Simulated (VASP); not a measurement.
Set up this calculation in VASP 6.6.1, as the native input.

```yaml
Task: band structure
Functional: TB-mBJ
Potentials_or_basis: VASP PAW PBE potentials, release 64 (K_sv, F)
Cutoff: 460 eV
k_mesh: 6 × 6 × 6
Occupations: gaussian, width 0.03 eV
Spin: no spin polarisation
Tolerance_level: standard
Purpose: bands
Route: KPOINTS_OPT
Further_INCAR_settings: ALGO = Normal; EDIFF = 1e-06; NBANDS = 20
```

Crystal: KF.

```xyz
2
Lattice="0.0000 2.6719 2.6719 2.6719 0.0000 2.6719 2.6719 2.6719 0.0000" Properties=species:S:1:pos:R:3 pbc="T T T"
K     0.0000    0.0000    0.0000
F     2.6719    2.6719    2.6719
```

One way to write it, as run:

POSCAR

```
KF
1.0
    0.0000000000      2.6718500000      2.6718500000
    2.6718500000      0.0000000000      2.6718500000
    2.6718500000      2.6718500000      0.0000000000
K F
1 1
Direct
    0.0000000000      0.0000000000      0.0000000000
    0.5000000000      0.5000000000      0.5000000000
```

INCAR.step1

```
SYSTEM = KF
ISMEAR = 0
SIGMA = 0.03
LWAVE = .True.
LCHARG = .False.
NBANDS = 20
PREC = Accurate
LASPH = .True.
LREAL = .False.
ALGO = Normal
EDIFF = 1E-6
NELM = 120
GGA_COMPAT = .False.
ENCUT = 460
EFERMI = MIDGAP
GGA = PE
```

INCAR.step2

```
SYSTEM = KF
METAGGA = MBJ
ISMEAR = 0
SIGMA = 0.03
LWAVE = .False.
LCHARG = .False.
NBANDS = 20
PREC = Accurate
LASPH = .True.
LREAL = .False.
ALGO = Normal
EDIFF = 1E-6
NELM = 120
GGA_COMPAT = .False.
ENCUT = 460
EFERMI = MIDGAP
LMIXTAU = .True.
ISTART = 1
```

KPOINTS

```
Automatic mesh
0
Gamma
  6 6 6
  0 0 0
```

KPOINTS_OPT

```
path GXWKGLUWLK,UX
12
line-mode
reciprocal
 0.0000000000  0.0000000000  0.0000000000  G
 0.5000000000  0.0000000000  0.5000000000  X

 0.5000000000  0.0000000000  0.5000000000  X
 0.5000000000  0.2500000000  0.7500000000  W

 0.5000000000  0.2500000000  0.7500000000  W
 0.3750000000  0.3750000000  0.7500000000  K

 0.3750000000  0.3750000000  0.7500000000  K
 0.0000000000  0.0000000000  0.0000000000  G

 0.0000000000  0.0000000000  0.0000000000  G
 0.5000000000  0.5000000000  0.5000000000  L

 0.5000000000  0.5000000000  0.5000000000  L
 0.6250000000  0.2500000000  0.6250000000  U

 0.6250000000  0.2500000000  0.6250000000  U
 0.5000000000  0.2500000000  0.7500000000  W

 0.5000000000  0.2500000000  0.7500000000  W
 0.5000000000  0.5000000000  0.5000000000  L

 0.5000000000  0.5000000000  0.5000000000  L
 0.3750000000  0.3750000000  0.7500000000  K

 0.6250000000  0.2500000000  0.6250000000  U
 0.5000000000  0.0000000000  0.5000000000  X
```

Potentials or basis: VASP PAW PBE potentials, release 64 (K_sv, F).

Run with:

```console
$ cat potpaw_PBE.64/K_sv/POTCAR potpaw_PBE.64/F/POTCAR > POTCAR
$ cp INCAR.step1 INCAR
$ mpirun -np 1 vasp_std > vasp.out
$ cp INCAR.step2 INCAR
$ mpirun -np 1 vasp_std > vasp.out
```

It gave:

* Band gap on the k mesh: 10.20 eV
* Band gap along the path: 10.20 eV

Run time: 65 s on 1 thread of AMD EPYC 9R45 96-Core Processor (Zen 5), with other jobs on the host, peak memory 0.14 GiB.
